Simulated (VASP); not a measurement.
# LiH in VASP: a series of runs

Runs on LiH. Level: PBE. Tasks: relaxation of cell and atoms, single point.

All numbers are computed with VASP 6.6.1; they aren't measurements. Logs are shortened: lines on timing, memory, paths and dates and some standing lists are left out, and cuts for length are marked.

## 1. The cell of the first run

It takes space group Fm-3m (No. 225, cubic). Conventional cell: a = 4.002 Å, b = 4.002 Å, c = 4.002 Å, α = 90.00°, β = 90.00°, γ = 90.00°. Within 2.7 Å of Li (site symmetry m-3m) lie 6 H at 2.00 Å. H (site symmetry m-3m) has 6 Li at 2.00 Å within 2.7 Å.

## 2. Relaxation of cell and atoms, PBE

INCAR reads:

```
SYSTEM = LiH
  PREC = Accurate
  ENCUT = 600
  EDIFF = 1E-7
  ISMEAR = 0
  SIGMA = 0.02
  LREAL = .False.
  LASPH = .True.
  NELM = 80
  ALGO = Normal
  ISIF = 3
  LWAVE = .False.
  LCHARG = .False.
  GGA = PE
  IBRION = 2
  NSW = 100
  EDIFFG = -0.01
```

KPOINTS reads:

```
regular mesh
0
Gamma
  10 10 10
  0 0 0
```

POSCAR reads:

```
LiH
1.0
    0.0000000000      2.0010941983      2.0010941983
    2.0010941983      0.0000000000      2.0010941983
    2.0010941983      2.0010941983      0.0000000000
Li H
1 1
Direct
    0.5000000000      0.5000000000      0.5000000000
    0.0000000000      0.0000000000      0.0000000000
```

Potentials or basis: VASP PAW PBE potentials, release 64 (Li_sv, H).

Started as:

```console
$ cat potpaw_PBE.64/Li_sv/POTCAR potpaw_PBE.64/H/POTCAR > POTCAR
$ mpirun -np 1 vasp_std > vasp.out
```

OUTCAR:

```text
SYSTEM = LiH
   PREC = Accurate
   ENCUT = 600
   EDIFF = 1E-7
   ISMEAR = 0
   LREAL = .False.
   LASPH = .True.
   NELM = 80
   ISIF = 3
   GGA = PE
   IBRION = 2
   NSW = 100
   EDIFFG = -0.01

 ion  position               nearest neighbor table
   1  0.500  0.500  0.500-
   2  0.000  0.000  0.000-

  LATTYP: Found a face centered cubic cell.
 ALAT       =     4.0021883966

  Lattice vectors:

 A1 = (   0.0000000000,   2.0010941983,   2.0010941983)
 A2 = (   2.0010941983,   0.0000000000,   2.0010941983)
 A3 = (   2.0010941983,   2.0010941983,   0.0000000000)

Analysis of symmetry for initial positions (statically):
[... 33 lines left out ...]
                                     Primitive cell

  volume of cell :      16.0263

  direct lattice vectors                    reciprocal lattice vectors
     0.000000000  2.001094198  2.001094198    -0.249863300  0.249863300  0.249863300
     2.001094198  0.000000000  2.001094198     0.249863300 -0.249863300  0.249863300
     2.001094198  2.001094198  0.000000000     0.249863300  0.249863300 -0.249863300

  length of vectors
     2.829974555  2.829974555  2.829974555     0.432775931  0.432775931  0.432775931

  position of ions in fractional coordinates (direct lattice)
     0.500000000  0.500000000  0.500000000
     0.000000000  0.000000000  0.000000000

  ion indices of the primitive-cell ions
   primitive index   ion index
                 1           1
                 2           2

----------------------------------------------------------------------------------------

 KPOINTS: regular mesh

Automatic generation of k-mesh.
 Grid dimensions read from file:
 generate k-points for:   10   10   10

 Generating k-lattice:

  Cartesian coordinates                     Fractional coordinates (reciprocal lattice)
    -0.024986330  0.024986330  0.024986330     0.100000000  0.000000000  0.000000000
     0.024986330 -0.024986330  0.024986330     0.000000000  0.100000000  0.000000000
     0.024986330  0.024986330 -0.024986330     0.000000000  0.000000000  0.100000000

  Length of vectors
     0.043277593  0.043277593  0.043277593

  Shift w.r.t. Gamma in fractional coordinates (k-lattice)
     0.000000000  0.000000000  0.000000000

 Subroutine IBZKPT returns following result:
 ===========================================

 Found     47 irreducible k-points:

 Following reciprocal coordinates:
            Coordinates               Weight
  0.000000  0.000000  0.000000      1.000000
  0.100000  0.000000  0.000000      8.000000
  0.200000  0.000000  0.000000      8.000000
  0.300000  0.000000  0.000000      8.000000
  0.400000  0.000000  0.000000      8.000000
  0.500000  0.000000  0.000000      4.000000
[... 16 lines left out ...]
  0.300000  0.300000  0.000000      6.000000
  0.400000  0.300000  0.000000     24.000000
 [... further k-points ...]
   k-points           NKPTS =     47   k-points in BZ     NKDIM =     47   number of bands    NBANDS=      6
   number of dos      NEDOS =    301   number of ions     NIONS =      2
   total plane-waves  NPLWV =  13824
   dimension x,y,z NGX =    24 NGY =   24 NGZ =   24
   dimension x,y,z NGXF=    48 NGYF=   48 NGZF=   48
   ions per type =               1   1
   NGX,Y,Z   is equivalent  to a cutoff of  14.10, 14.10, 14.10 a.u.
   NGXF,Y,Z  is equivalent  to a cutoff of  28.20, 28.20, 28.20 a.u.
 SYSTEM =  LiH
   PREC   = accura    normal or accurate (medium, high low for compatibility)
   ISTART =      0    job   : 0-new  1-cont  2-samecut
   ICHARG =      2    charge: 1-file 2-atom 10-const
   ISPIN  =      1    spin polarized calculation?
   LNONCOLLINEAR =      F non collinear calculations
   LSORBIT =      F    spin-orbit coupling
   LASPH  =      T    aspherical Exc in radial PAW
   ENCUT  =  600.0 eV  44.10 Ry    6.64 a.u.   5.65  5.65  5.65*2*pi/ulx,y,z
   NELM   =     80;   NELMIN=  2; NELMDL= -5     # of ELM steps
   EDIFF  = 0.1E-06   stopping-criterion for ELM
   LREAL  =      F    real-space projection
   EDIFFG = -.1E-01   stopping-criterion for IOM
   NSW    =    100    number of steps for IOM
   IBRION =      2    ionic relax: 0-MD 1-quasi-New 2-CG
   NFREE  =      1    steps in history (QN), initial steepest desc. (CG)
   ISIF   =      3    stress and relaxation
   ISYM   =      2    0-nonsym 1-usesym 2-fastsym
   POTIM  = 0.5000    time-step for ionic-motion
   TEBEG  =    0.0;   TEEND  =   0.0 temperature during run
   PSTRESS=    0.0 pullay stress
   NELECT =       4.0000    total number of electrons
   NUPDOWN=      -1.0000    fix difference up-down
   EMIN   =  10.00;   EMAX   =-10.00  energy-range for DOS
   EFERMI =   0.00;   METHOD = LEGACY
   ISMEAR =     0;   SIGMA  =   0.02  broadening in eV -4-tet -1-fermi 0-gaus
   EFERMI_NEDOS =   21; number of points for ismear=-14 and -15
   IALGO  =     38    algorithm
   IMIX   =      4    mixing-type and parameters
     AMIX     =   0.40;   BMIX     =  1.00
     AMIX_MAG =   1.60;   BMIX_MAG =  1.00
  volume/ion in A,a.u.               =       8.01        54.08
  Fermi-wavevector in a.u.,A,eV,Ry     =   1.030744  1.947823 14.455269  1.062432
  Thomas-Fermi vector in A             =   2.164857
   LORBIT       =      0    0 simple, 1 ext, 2 COOP (PROOUT), +10 PAW based schemes
   GGA     = PE    functional components
   LHFCALC =     F    Hartree Fock is set to
   AEXX    =    0.0000 exact exchange contribution
   IVDW    =     0    specifies the selected vdW correction
   LEPSILON=     F    determine dielectric tensor
   LRPA    =     F    only Hartree local field effects (RPA)
 conjugate gradient relaxation of ions
 non-spin polarized calculation
 Gauss-broadening in eV      SIGMA  =   0.02
  energy-cutoff  :      600.00
  volume of cell :       16.03
 maximum number of plane-waves:       548
   NGX = 11   NGY = 11   NGZ = 11

 number of electron       3.9999996 magnetization

 Free energy of the ion-electron system (eV)
  ---------------------------------------------------
  ext. energy  EPLUGINS =         0.00000000
  ---------------------------------------------------
  free energy    TOTEN  =        -6.12720859 eV

  energy without entropy =       -6.12720859  energy(sigma->0) =       -6.12720859

 E-fermi :   0.3293     XC(G=0):  -8.5278

 val. band max:        0.1128625005   @ k =   0.5000   0.5000   0.0000
 cond. band min:       3.0882100033   @ k =   0.5000   0.5000   0.0000
 fundamental gap:      2.9753475028
 Fermi energy:         0.3293232944

 k-point     1 :       0.0000    0.0000    0.0000
  band No.  band energies     occupation
      1     -44.1704      2.00000
      2      -5.3383      2.00000
      3      16.2588      0.00000
      4      18.0515      0.00000
      5      18.0515      0.00000
      6      18.0515      0.00000

 k-point     2 :       0.1000    0.0000    0.0000
  band No.  band energies     occupation
      1     -44.1660      2.00000
      2      -5.1617      2.00000
      3      14.7771      0.00000
      4      17.0562      0.00000
      5      17.6610      0.00000
      6      17.6611      0.00000

 k-point     3 :       0.2000    0.0000    0.0000
  band No.  band energies     occupation
      1     -44.1542      2.00000
      2      -4.6445      2.00000
      3      11.5085      0.00000
      4      15.7845      0.00000
      5      17.0316      0.00000
      6      17.0316      0.00000

 k-point     4 :       0.3000    0.0000    0.0000
  band No.  band energies     occupation
      1     -44.1396      2.00000
      2      -3.8470      2.00000
      3       8.3518      0.00000
      4      14.7365      0.00000
      5      16.6507      0.00000
      6      16.6507      0.00000

 k-point     5 :       0.4000    0.0000    0.0000
  band No.  band energies     occupation
      1     -44.1279      2.00000
      2      -2.9698      2.00000
      3       5.9876      0.00000
      4      14.0514      0.00000
      5      16.5942      0.00000
      6      16.5942      0.00000

 k-point     6 :       0.5000    0.0000    0.0000
  band No.  band energies     occupation
      1     -44.1234      2.00000
      2      -2.5295      2.00000
      3       5.0434      0.00000
      4      13.8147      0.00000
      5      16.6570      0.00000
      6      16.6570      0.00000

 k-point     7 :       0.1000    0.1000    0.0000
  band No.  band energies     occupation
      1     -44.1645      2.00000
      2      -5.1000      2.00000
      3      14.9804      0.00000
      4      16.4062      0.00000
      5      16.4062      0.00000
      6      18.8381      0.00000

 k-point     8 :       0.2000    0.1000    0.0000
  band No.  band energies     occupation
      1     -44.1552      2.00000
      2      -4.6874      2.00000
      3      12.6003      0.00000
      4      15.0557      0.00000
      5      15.3965      0.00000
      6      18.5742      0.00000
[... 91 lines left out ...]
 k-point    19 :       0.5000    0.2000    0.0000
  band No.  band energies     occupation
      1     -44.1184      2.00000
      2      -1.9446      2.00000
      3       5.5316      0.00000
      4       9.9044      0.00000
      5      13.3779      0.00000
      6      16.3141      0.00000

 k-point    20 :      -0.4000    0.2000    0.0000
  band No.  band energies     occupation
      1     -44.1173      2.00000
      2      -1.8183      2.00000
      3       5.3073      0.00000
      4       9.4117      0.00000
      5      14.1831      0.00000
      6      15.9708      0.00000

 k-point    21 :      -0.3000    0.2000    0.0000
  band No.  band energies     occupation
      1     -44.1237      2.00000
      2      -2.5689      2.00000
      3       6.9386      0.00000
      4       9.3769      0.00000
      5      15.4911      0.00000
      6      15.9412      0.00000

 k-point    22 :      -0.2000    0.2000    0.0000
  band No.  band energies     occupation
      1     -44.1346      2.00000
      2      -3.5092      2.00000
      3       9.6588      0.00000
      4       9.8097      0.00000
      5      16.1842      0.00000
      6      17.1838      0.00000

 k-point    23 :       0.3000    0.3000    0.0000
  band No.  band energies     occupation
      1     -44.1300      2.00000
      2      -3.1088      2.00000
      3       8.7100      0.00000
      4      12.3817      0.00000
      5      12.3817      0.00000
      6      15.6162      0.00000

 k-point    24 :       0.4000    0.3000    0.0000
  band No.  band energies     occupation
      1     -44.1208      2.00000
      2      -2.2146      2.00000
      3       6.8150      0.00000
      4      10.6096      0.00000
      5      11.9394      0.00000
      6      16.3855      0.00000

 [... further k-points ...]

------------------------ aborting loop because EDIFF is reached ----------------------------------------

  FORCE on cell =-STRESS in cart. coord.  units (eV):
  Direction    XX          YY          ZZ          XY          YZ          ZX
  --------------------------------------------------------------------------------------
  -------------------------------------------------------------------------------------
  Total       -0.0097255     -0.0097255     -0.0097255     -0.0000000      0.0000000     -0.0000000
  in kB       -0.9722732     -0.9722732     -0.9722732     -0.0000000      0.0000000     -0.0000000
  external PRESSURE =      -0.9722732 kB  Pullay stress =       0.0000000 kB

 VOLUME and BASIS-vectors are now :
 -----------------------------------------------------------------------------
  energy-cutoff  :      600.00
  volume of cell :       16.03
      direct lattice vectors                 reciprocal lattice vectors
     0.000000000  2.001094198  2.001094198    -0.249863300  0.249863300  0.249863300
     2.001094198  0.000000000  2.001094198     0.249863300 -0.249863300  0.249863300
     2.001094198  2.001094198  0.000000000     0.249863300  0.249863300 -0.249863300

 POSITION                                       TOTAL-FORCE (eV/Angst)
 -----------------------------------------------------------------------------------
      2.00109      2.00109      2.00109        -0.000000     -0.000000     -0.000000
      0.00000      0.00000      0.00000         0.000000      0.000000      0.000000
 -----------------------------------------------------------------------------------
    total drift:                                0.000000     -0.000000      0.000000

  FREE ENERGIE OF THE ION-ELECTRON SYSTEM (eV)
  ---------------------------------------------------
  free  energy   TOTEN  =        -6.1272085911 eV

  energy  without entropy=       -6.1272085911  energy(sigma->0) =       -6.12720859

 reached required accuracy - stopping structural energy minimisation
```

Run time: 2.6 s. Hardware: 1 thread of Intel Xeon 6975P-C (Granite Rapids), shared host; peak memory 0.12 GiB.

Results:

* Free energy: -6.1272 eV
* Pressure after relaxing: -0.1 GPa
* Band gap on the k mesh: 2.98 eV, direct

Final structure:
```
Li H
1.0
     0.00000    2.00109    2.00109
     2.00109    0.00000    2.00109
     2.00109    2.00109    0.00000
Li H
1 1
Direct
  0.50000 0.50000 0.50000
  0.00000 0.00000 0.00000
```

Levels at points of the mesh, in eV from the valence-band top:
| k point | band 1 | band 2 | band 3 | band 4 | band 5 |
| --- | --- | --- | --- | --- | --- |
| (0.00, 0.00, 0.00) | -44.28 | -5.45 | 16.15 | 17.94 | 17.94 |
| (0.50, 0.00, 0.00) | -44.24 | -2.64 | 4.93 | 13.70 | 16.54 |
| (0.50, 0.50, 0.00) | -44.22 | 0.00 | 2.98 | 10.84 | 10.84 |

Caveat: the cutoff is under 1.25 times the usual one of these potentials, so pressure, stress and relaxed cells hold a basis-set (Pulay) error; the relaxation stopped at its first step, so nothing moved.

## 3. Relaxation of cell and atoms, PBE

This run uses another cell than the first one, of 8.10 Å³/atom, 1.011 times its volume.

INCAR reads:

```
SYSTEM = LiH
PREC = Accurate ; ENCUT = 600
EDIFF = 1E-6 ; ISMEAR = 0
SIGMA = 0.02 ; LREAL = .False.
LASPH = .True. ; NELM = 100
ALGO = Normal ; ISIF = 3
LWAVE = .False. ; LCHARG = .False.
GGA = PE ; IBRION = 2
NSW = 100 ; EDIFFG = -0.01
```

KPOINTS reads:

```
Automatic mesh
0
Gamma
  10 10 10
  0 0 0
```

POSCAR reads:

```
LiH
1.0
    0.0000000000      2.0086193919      2.0086193919
    2.0086193919      0.0000000000      2.0086193919
    2.0086193919      2.0086193919      0.0000000000
Li H
1 1
Direct
    0.0000000000      0.0000000000      0.0000000000
    0.5000000000      0.5000000000      0.5000000000
```

Potentials or basis: VASP PAW PBE potentials, release 64 (Li_sv, H).

Started as:

```console
$ cat potpaw_PBE.64/Li_sv/POTCAR potpaw_PBE.64/H/POTCAR > POTCAR
$ mpirun -np 1 vasp_std > vasp.out
```

It took 4.7 s on 1 thread of Intel Xeon 6975P-C (Granite Rapids), shared host; peak memory 0.13 GiB.

It converged, with:

| Property | Result |
| --- | --- |
| Free energy | -6.1274 eV |
| Relaxed volume | 7.99 Å³/atom |
| Relaxed cell | a = 2.827 Å, b = 2.827 Å, c = 2.827 Å, α = 60.00°, β = 60.00°, γ = 60.00° |
| Space group after relaxing (to 0.05 Å) | Fm-3m (No. 225) |
| Energy gained by relaxing | 0.2 meV/atom |
| Ionic steps | 3 |
| Pressure after relaxing | 0.0 GPa |
| Band gap on the k mesh | 2.97 eV, direct |

The path:
```
step  energy change (eV)  largest force (eV/Å)  pressure (GPa)  volume (Å³)
   1              0.0000                0.0000           -0.50        16.21
   2             -0.0002                0.0000           -0.37        16.15
   3             -0.0004                0.0000            0.00        15.98
```

Final structure:
```cif
data_structure
_symmetry_space_group_name_H-M 'P 1'
_symmetry_Int_Tables_number 1
_cell_length_a 2.8275
_cell_length_b 2.8275
_cell_length_c 2.8275
_cell_angle_alpha 60.000
_cell_angle_beta 60.000
_cell_angle_gamma 60.000
_cell_volume 15.98
loop_
_atom_site_label
_atom_site_type_symbol
_atom_site_fract_x
_atom_site_fract_y
_atom_site_fract_z
_atom_site_occupancy
Li1 Li 0.00000 0.00000 0.00000 1
H1 H 0.50000 0.50000 0.50000 1
```

Levels at points of the mesh, in eV from the valence-band top:
| k point | band 1 | band 2 | band 3 | band 4 | band 5 |
| --- | --- | --- | --- | --- | --- |
| (0.00, 0.00, 0.00) | -44.28 | -5.46 | 16.18 | 17.97 | 17.97 |
| (0.50, 0.00, 0.00) | -44.23 | -2.65 | 4.94 | 13.73 | 16.57 |
| (0.50, 0.50, 0.00) | -44.22 | 0.00 | 2.97 | 10.85 | 10.85 |

Caveat: the cutoff is under 1.25 times the usual one of these potentials, so pressure, stress and relaxed cells hold a basis-set (Pulay) error.

(Part 1 of 2 ends here.)
